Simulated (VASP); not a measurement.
# Rh (P6_3/mmc) in VASP: settings compared

The runs below take Rh through single point, with PBEsol, PBE0.

Program: VASP 6.6.1. These are calculated values, not measurements. Logs are shortened: lines on timing, memory, paths and dates and some standing lists are left out, and cuts for length are marked.

## 1. The cell of the first run

It takes space group P6_3/mmc (No. 194, hexagonal). The conventional cell has a = 2.731 Å, b = 2.731 Å, c = 4.428 Å, α = 90.00°, β = 90.00°, γ = 120.00°. Rh (site symmetry -6m2) has 12 Rh at 2.72 to 2.73 Å within 3.6 Å.

This isn't the form of Rh at room conditions, which is fcc.

## 2. Single point, PBEsol

INCAR reads:

```
PREC = Accurate
ENCUT = 520
EDIFF = 1E-6
ISMEAR = 0
SIGMA = 0.05
LREAL = False
LASPH = True
NELM = 80
ALGO = Normal
ISIF = 2
LWAVE = False
LCHARG = False
GGA = PS
NBANDS = 22
```

KPOINTS reads:

```
Automatic mesh
0
Gamma
  10 10 6
```

POSCAR reads:

```
Rh
1.0
    2.7309790422      0.0000000000      0.0000000000
   -1.3654895211      2.3650972278      0.0000000000
    0.0000000000      0.0000000000      4.4284890000
Rh
2
Direct
    0.3333333333      0.6666666667      0.2500000000
    0.6666666667      0.3333333333      0.7500000000
```

Potentials or basis: VASP PAW PBE potentials, release 64 (Rh_pv).

Launch:

```sh
cat potpaw_PBE.64/Rh_pv/POTCAR > POTCAR
mpirun -np 1 vasp_std > vasp.out
```

OUTCAR:

```text
PREC = Accurate
   ENCUT = 520
   EDIFF = 1E-6
   ISMEAR = 0
   LREAL = False
   LASPH = True
   NELM = 80
   ISIF = 2
   GGA = PS

 ion  position               nearest neighbor table
   1  0.333  0.667  0.250-   2 2.72   2 2.72   2 2.72   2 2.72   2 2.72   2 2.72
   2  0.667  0.333  0.750-   1 2.72   1 2.72   1 2.72   1 2.72   1 2.72   1 2.72

  LATTYP: Found a hexagonal cell.
 ALAT       =     2.7309790422
 C/A-ratio  =     1.6215756077

  Lattice vectors:

 A1 = (   2.7309790422,   0.0000000000,   0.0000000000)
 A2 = (  -1.3654895211,   2.3650972278,   0.0000000000)
 A3 = (   0.0000000000,   0.0000000000,   4.4284890000)

Analysis of symmetry for initial positions (statically):
=====================================================================
 Subroutine PRICEL returns:
 Original cell was already a primitive cell.

 Routine SETGRP: Setting up the symmetry group for a
 hexagonal supercell.

 Subroutine GETGRP returns: Found 24 space group operations
 (whereof 12 operations were pure point group operations)
 out of a pool of 24 trial point group operations.

The static configuration has the point symmetry D_3d.
 The point group associated with its full space group is D_6h.

Analysis of symmetry for dynamics (positions and initial velocities):
=====================================================================
 Subroutine PRICEL returns:
 Original cell was already a primitive cell.

 Routine SETGRP: Setting up the symmetry group for a
 hexagonal supercell.

 Subroutine GETGRP returns: Found 24 space group operations
 (whereof 12 operations were pure point group operations)
 out of a pool of 24 trial point group operations.

The dynamic configuration has the point symmetry D_3d.
 The point group associated with its full space group is D_6h.

 Subroutine INISYM returns: Found 24 space group operations
 (whereof 12 operations are pure point group operations),
 and found     1 'primitive' translations

----------------------------------------------------------------------------------------

                                     Primitive cell

  volume of cell :      28.6037

  direct lattice vectors                    reciprocal lattice vectors
     2.730979042  0.000000000  0.000000000     0.366169049  0.211407799  0.000000000
    -1.365489521  2.365097228  0.000000000     0.000000000  0.422815599  0.000000000
     0.000000000  0.000000000  4.428489000     0.000000000  0.000000000  0.225810655

  length of vectors
     2.730979042  2.730979042  4.428489000     0.422815599  0.422815599  0.225810655

  position of ions in fractional coordinates (direct lattice)
     0.333333333  0.666666667  0.250000000
     0.666666667  0.333333333  0.750000000

  ion indices of the primitive-cell ions
   primitive index   ion index
                 1           1
                 2           2

----------------------------------------------------------------------------------------

 KPOINTS: Automatic mesh

Automatic generation of k-mesh.
 Grid dimensions read from file:
 generate k-points for:   10   10    6

 Generating k-lattice:

  Cartesian coordinates                     Fractional coordinates (reciprocal lattice)
     0.036616905  0.021140780  0.000000000     0.100000000  0.000000000  0.000000000
     0.000000000  0.042281560  0.000000000     0.000000000  0.100000000  0.000000000
     0.000000000  0.000000000  0.037635109     0.000000000  0.000000000  0.166666667

  Length of vectors
     0.042281560  0.042281560  0.037635109

  Shift w.r.t. Gamma in fractional coordinates (k-lattice)
     0.000000000  0.000000000  0.000000000

 Subroutine IBZKPT returns following result:
 ===========================================

 Found     56 irreducible k-points:

 Following reciprocal coordinates:
            Coordinates               Weight
  0.000000  0.000000  0.000000      1.000000
  0.100000 -0.000000  0.000000      6.000000
  0.200000 -0.000000  0.000000      6.000000
  0.300000 -0.000000  0.000000      6.000000
  0.400000 -0.000000  0.000000      6.000000
  0.500000 -0.000000  0.000000      3.000000
[... 16 lines left out ...]
  0.300000  0.100000  0.166667     24.000000
  0.400000  0.100000  0.166667     24.000000
 [... further k-points ...]
   k-points           NKPTS =     56   k-points in BZ     NKDIM =     56   number of bands    NBANDS=     22
   number of dos      NEDOS =    301   number of ions     NIONS =      2
   total plane-waves  NPLWV =  14400
   dimension x,y,z NGX =    20 NGY =   20 NGZ =   36
   dimension x,y,z NGXF=    40 NGYF=   40 NGZF=   72
   ions per type =               2
   NGX,Y,Z   is equivalent  to a cutoff of  12.17, 12.17, 13.51 a.u.
   NGXF,Y,Z  is equivalent  to a cutoff of  24.35, 24.35, 27.03 a.u.
 SYSTEM =  unknown system
   PREC   = accura    normal or accurate (medium, high low for compatibility)
   ISTART =      0    job   : 0-new  1-cont  2-samecut
   ICHARG =      2    charge: 1-file 2-atom 10-const
   ISPIN  =      1    spin polarized calculation?
   LNONCOLLINEAR =      F non collinear calculations
   LSORBIT =      F    spin-orbit coupling
   LASPH  =      T    aspherical Exc in radial PAW
   ENCUT  =  520.0 eV  38.22 Ry    6.18 a.u.   5.08  5.08  8.23*2*pi/ulx,y,z
   NELM   =     80;   NELMIN=  2; NELMDL= -5     # of ELM steps
   EDIFF  = 0.1E-05   stopping-criterion for ELM
   LREAL  =      F    real-space projection
   EDIFFG = 0.1E-04   stopping-criterion for IOM
   NSW    =      0    number of steps for IOM
   IBRION =     -1    ionic relax: 0-MD 1-quasi-New 2-CG
   NFREE  =      0    steps in history (QN), initial steepest desc. (CG)
   ISIF   =      2    stress and relaxation
   ISYM   =      2    0-nonsym 1-usesym 2-fastsym
   POTIM  = 0.5000    time-step for ionic-motion
   TEBEG  =    0.0;   TEEND  =   0.0 temperature during run
   PSTRESS=    0.0 pullay stress
   NELECT =      30.0000    total number of electrons
   NUPDOWN=      -1.0000    fix difference up-down
   EMIN   =  10.00;   EMAX   =-10.00  energy-range for DOS
   EFERMI =   0.00;   METHOD = LEGACY
   ISMEAR =     0;   SIGMA  =   0.05  broadening in eV -4-tet -1-fermi 0-gaus
   EFERMI_NEDOS =   21; number of points for ismear=-14 and -15
   IALGO  =     38    algorithm
   IMIX   =      4    mixing-type and parameters
     AMIX     =   0.40;   BMIX     =  1.00
     AMIX_MAG =   1.60;   BMIX_MAG =  1.00
  volume/ion in A,a.u.               =      14.30        96.51
  Fermi-wavevector in a.u.,A,eV,Ry     =   1.663314  3.143208 37.642066  2.766614
  Thomas-Fermi vector in A             =   2.750053
   LORBIT       =      0    0 simple, 1 ext, 2 COOP (PROOUT), +10 PAW based schemes
   GGA     = PS    functional components
   LHFCALC =     F    Hartree Fock is set to
   AEXX    =    0.0000 exact exchange contribution
   IVDW    =     0    specifies the selected vdW correction
   LEPSILON=     F    determine dielectric tensor
   LRPA    =     F    only Hartree local field effects (RPA)
 non-spin polarized calculation
 Gauss-broadening in eV      SIGMA  =   0.05
  energy-cutoff  :      520.00
  volume of cell :       28.60
 maximum number of plane-waves:       785
   NGX = 11   NGY = 11   NGZ = 17

 number of electron      30.0000009 magnetization

 Free energy of the ion-electron system (eV)
  ---------------------------------------------------
  ext. energy  EPLUGINS =         0.00000000
  ---------------------------------------------------
  free energy    TOTEN  =       -16.13117040 eV

  energy without entropy =      -16.12447115  energy(sigma->0) =      -16.12782078

 E-fermi :  11.1530     XC(G=0): -13.9623

 val. band max:       11.1508335504   @ k =   0.2000  -0.0000   0.3333
 cond. band min:      11.1642080775   @ k =   0.4000  -0.0000   0.0000
 fundamental gap:      0.0133745271
 Fermi energy:        11.1529830174

 k-point     1 :       0.0000    0.0000    0.0000
  band No.  band energies     occupation
      1     -35.8388      2.00000
      2     -35.2903      2.00000
      3     -35.2903      2.00000
      4     -35.1971      2.00000
      5     -35.1971      2.00000
      6     -35.1848      2.00000
[... 14 lines left out ...]
     21      29.1169      0.00000
     22      29.7154      0.00000

 k-point     2 :       0.1000   -0.0000    0.0000
  band No.  band energies     occupation
      1     -35.8186      2.00000
      2     -35.3361      2.00000
      3     -35.3051      2.00000
      4     -35.2445      2.00000
      5     -35.2046      2.00000
      6     -35.1932      2.00000
[... 14 lines left out ...]
     21      29.4877      0.00000
     22      29.7761      0.00000

 k-point     3 :       0.2000   -0.0000    0.0000
  band No.  band energies     occupation
      1     -35.7622      2.00000
      2     -35.4563      2.00000
      3     -35.3664      2.00000
      4     -35.3426      2.00000
      5     -35.2252      2.00000
      6     -35.2186      2.00000
[... 14 lines left out ...]
     21      28.9579      0.00000
     22      29.3113      0.00000

 k-point     4 :       0.3000   -0.0000    0.0000
  band No.  band energies     occupation
      1     -35.6817      2.00000
      2     -35.6051      2.00000
      3     -35.5124      2.00000
      4     -35.3872      2.00000
      5     -35.2607      2.00000
      6     -35.2520      2.00000
[... 14 lines left out ...]
     21      26.5407      0.00000
     22      27.3979      0.00000

 k-point     5 :       0.4000   -0.0000    0.0000
  band No.  band energies     occupation
      1     -35.7256      2.00000
      2     -35.6271      2.00000
      3     -35.5985      2.00000
      4     -35.4224      2.00000
      5     -35.3127      2.00000
      6     -35.2744      2.00000
[... 14 lines left out ...]
     21      24.6877      0.00000
     22      25.9059      0.00000

 k-point     6 :       0.5000   -0.0000    0.0000
  band No.  band energies     occupation
      1     -35.7716      2.00000
      2     -35.6702      2.00000
      3     -35.5559      2.00000
      4     -35.4356      2.00000
      5     -35.3434      2.00000
      6     -35.2831      2.00000
[... 14 lines left out ...]
     21      23.9561      0.00000
     22      24.8423      0.00000

 k-point     7 :       0.1000    0.1000    0.0000
  band No.  band energies     occupation
      1     -35.7802      2.00000
      2     -35.4089      2.00000
      3     -35.3633      2.00000
      4     -35.2996      2.00000
      5     -35.2262      2.00000
      6     -35.2101      2.00000
[... 324 lines left out ...]
      6     -35.2934      2.00000
[... 14 lines left out ...]
     21      24.5372      0.00000
     22      25.5450      0.00000

 k-point    21 :       0.1000    0.1000    0.1667
  band No.  band energies     occupation
      1     -35.7494      2.00000
      2     -35.3969      2.00000
      3     -35.3718      2.00000
      4     -35.3132      2.00000
      5     -35.2336      2.00000
      6     -35.2254      2.00000
[... 14 lines left out ...]
     21      28.2165      0.00000
     22      29.3392      0.00000

 k-point    22 :       0.2000    0.1000    0.1667
  band No.  band energies     occupation
      1     -35.7047      2.00000
      2     -35.5131      2.00000
      3     -35.4845      2.00000
      4     -35.3654      2.00000
      5     -35.2705      2.00000
      6     -35.2494      2.00000
[... 14 lines left out ...]
     21      26.3207      0.00000
     22      27.9486      0.00000

 k-point    23 :       0.3000    0.1000    0.1667
  band No.  band energies     occupation
      1     -35.7117      2.00000
      2     -35.6191      2.00000
      3     -35.5416      2.00000
      4     -35.4166      2.00000
      5     -35.3096      2.00000
      6     -35.2826      2.00000
[... 14 lines left out ...]
     21      24.6176      0.00000
     22      26.1844      0.00000

 k-point    24 :       0.4000    0.1000    0.1667
  band No.  band energies     occupation
      1     -35.7704      2.00000
      2     -35.6791      2.00000
      3     -35.5182      2.00000
      4     -35.4397      2.00000
      5     -35.3453      2.00000
      6     -35.3082      2.00000
[... 14 lines left out ...]
     21      23.4569      0.00000
     22      25.4103      0.00000

 [... further k-points ...]

------------------------ aborting loop because EDIFF is reached ----------------------------------------

  FORCE on cell =-STRESS in cart. coord.  units (eV):
  Direction    XX          YY          ZZ          XY          YZ          ZX
  --------------------------------------------------------------------------------------
  -------------------------------------------------------------------------------------
  Total       -2.5309133     -2.5309133     -2.3457664      0.0000000     -0.0000000      0.0000000
  in kB     -141.7636591   -141.7636591   -131.3930543      0.0000000     -0.0000000      0.0000000
  external PRESSURE =    -138.3067908 kB  Pullay stress =       0.0000000 kB

 VOLUME and BASIS-vectors are now :
 -----------------------------------------------------------------------------
  energy-cutoff  :      520.00
  volume of cell :       28.60
      direct lattice vectors                 reciprocal lattice vectors
     2.730979042  0.000000000  0.000000000     0.366169049  0.211407799  0.000000000
    -1.365489521  2.365097228  0.000000000     0.000000000  0.422815599  0.000000000
     0.000000000  0.000000000  4.428489000     0.000000000  0.000000000  0.225810655

 POSITION                                       TOTAL-FORCE (eV/Angst)
 -----------------------------------------------------------------------------------
     -0.00000      1.57673      1.10712        -0.000000     -0.000000      0.000000
      1.36549      0.78837      3.32137         0.000000      0.000000      0.000000
 -----------------------------------------------------------------------------------
    total drift:                               -0.000000      0.000000     -0.000000

  FREE ENERGIE OF THE ION-ELECTRON SYSTEM (eV)
  ---------------------------------------------------
  free  energy   TOTEN  =       -16.1311703998 eV

  energy  without entropy=      -16.1244711509  energy(sigma->0) =      -16.12782078
```

Wall time 36 s (1 thread of Intel Xeon 8259CL, shared host); peak memory 0.15 GiB.

What came out:

```yaml
Free_energy: -16.1312 eV
Pressure: -13.8 GPa
Band_gap_on_the_k_mesh: zero (bands 15 and 16 overlap by 2.18 eV)
```

Levels at points of the mesh, in eV from the Fermi level:
```csv
k point,band 11,band 12,band 13,band 14,band 15,band 16,band 17,band 18,band 19,band 20
"(0.00, 0.00, 0.00)",-2.89,-2.40,-2.40,-1.79,-1.79,0.13,0.13,0.65,8.14,15.80
"(0.50, 0.00, 0.00)",-2.59,-2.14,-2.08,0.39,0.58,0.68,2.87,4.89,9.95,10.42
"(0.00, 0.00, 0.50)",-2.98,-2.98,-2.98,-2.98,-0.42,-0.42,-0.42,-0.42,14.57,14.57
"(0.50, 0.00, 0.50)",-1.57,-1.57,-0.30,-0.30,0.56,0.56,2.55,2.55,8.90,8.90
```

Caveat: the cell stands under tension; the PAW data sets were made with another functional, which shifts forces and pressure a little.

## 3. Single point, PBEsol

INCAR reads:

```
PREC = Accurate ; ENCUT = 520
EDIFF = 1E-7 ; ISMEAR = 0
SIGMA = 0.05 ; LREAL = False
LASPH = True ; NELM = 80
ALGO = Fast ; ISIF = 2
LWAVE = False ; LCHARG = False
GGA = PS ; NBANDS = 22
```

KPOINTS reads:

```
regular mesh
0
Gamma
  13 13 7
```

POSCAR is that of step 2.

Potentials or basis: VASP PAW PBE potentials, release 64 (Rh_pv).

Launch:

```sh
cat potpaw_PBE.64/Rh_pv/POTCAR > POTCAR
mpirun -np 1 vasp_std > vasp.out
```

It took 70 s on 1 thread of Intel Xeon 8259CL, shared host; peak memory 0.17 GiB.

It converged, with:

```
Free energy            : -16.1256 eV
Pressure               : -13.8 GPa
Band gap on the k mesh : zero (bands 15 and 16 overlap by 2.20 eV)
```

Stress tensor (GPa, compression positive):
```
-13.39   0.00   0.00
  0.00 -13.39   0.00
  0.00   0.00 -14.62
```

Levels at points of the mesh, in eV from the Fermi level:
```
           k point  band 13  band 14  band 15  band 16  band 17  band 18
(0.00, 0.00, 0.00)    -2.39    -1.81    -1.81     0.11     0.11     0.64
```

Caveat: the cell stands under tension; the PAW data sets were made with another functional, which shifts forces and pressure a little.

(Continued in part 2 of 2.)
